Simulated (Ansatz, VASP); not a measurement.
MgS: VASP beside Ansatz

The input POSCAR:

```
MgS
1.0
    0.0000000000      2.8923068663      2.7412250929
    2.8923068663      0.0000000000      2.7412250929
    2.8923068663      2.8923068663      0.0000000000
Mg S
1 1
Direct
    0.0000000000      0.0000000000      0.0000000000
    0.2500000000      0.2500000000      0.2500000000
```

Contents of INCAR.step1:

```
ALGO = Normal ; EDIFF = 1E-4
ENCUT = 520 ; GGA = PE
ISMEAR = 0 ; LASPH = True
LCHARG = False ; LREAL = False
LWAVE = True ; NBANDS = 11
NELM = 100 ; PREC = Accurate
SIGMA = 0.01
```

The input INCAR.step2:

```
ALGO = Normal ; EDIFF = 1E-6
ENCUT = 520 ; ISIF = 2
ISMEAR = 0 ; ISTART = 1
LASPH = True ; LCHARG = False
LMIXTAU = True ; LREAL = False
LWAVE = False ; METAGGA = R2SCAN
NBANDS = 11 ; NELM = 100
PREC = Accurate ; SIGMA = 0.01
```

Contents of KPOINTS:

```
k-points
0
Gamma
  8 8 8
```

Input for Ansatz:

```yaml
crystal:
  lattice:
    - [0.0, 2.8923068663, 2.7412250929]
    - [2.8923068663, 0.0, 2.7412250929]
    - [2.8923068663, 2.8923068663, 0.0]
  atoms:
    - { symbol: Mg, position: [0.0, 0.0, 0.0] }
    - { symbol: S, position: [0.25, 0.25, 0.25] }
kpoints:
  mp_grid: { grid: [8, 8, 8] }
  band_path:
    path:
      - [0.0, 0.0, 0.0]
      - [-0.5, -0.5, 0.0]
      - [-0.375, -0.375, 0.25]
      - [-0.375, 0.0, 0.375]
      - [0.0, 0.0, 0.5]
      - [-0.5, -0.25, 0.25]
    npoints: 1
hamiltonian:
  xc: r2scan
scf:
  occupations: { method: fixed }
  n_extra_bands: 4
output:
  forces: true
  stress: true
  eigenvalues: true
```

Change from the starting cell: epitaxial_xy strain +2.2%.

Alike in both runs: task single point; functional r2SCAN; k mesh 8 × 8 × 8; no spin polarisation.

|  | VASP | Ansatz |
| --- | --- | --- |
| version | VASP 6.6.1 | Ansatz 0.2.0 |
| potentials or method | VASP PAW PBE potentials, release 64 (Mg, S) | plane waves, PAW |
| plane-wave cutoff (eV) | 520 | 500 |
| occupations | gaussian, width 0.01 eV | fixed |
| valence electrons in the cell | 8 | 16 |

VASP gave:

| Property | Result |
| --- | --- |
| gap on the k mesh at the Fermi level (eV) | 3.97 |
| pressure (GPa) | -1.0 |
| traceless stress, the component that is largest in VASP (GPa) | 0.73 |

Problem. What did Ansatz give for the same quantities?

Solution. gap on the k mesh at the Fermi level (eV): 3.99; pressure (GPa): -0.7; traceless stress, the component that is largest in VASP (GPa): 0.71.

VASP's potentials were made for PBE, not for r2SCAN. VASP's potentials hold 8 valence electrons a cell and Ansatz's 16, so a difference there can come from the potentials and not from the codes.
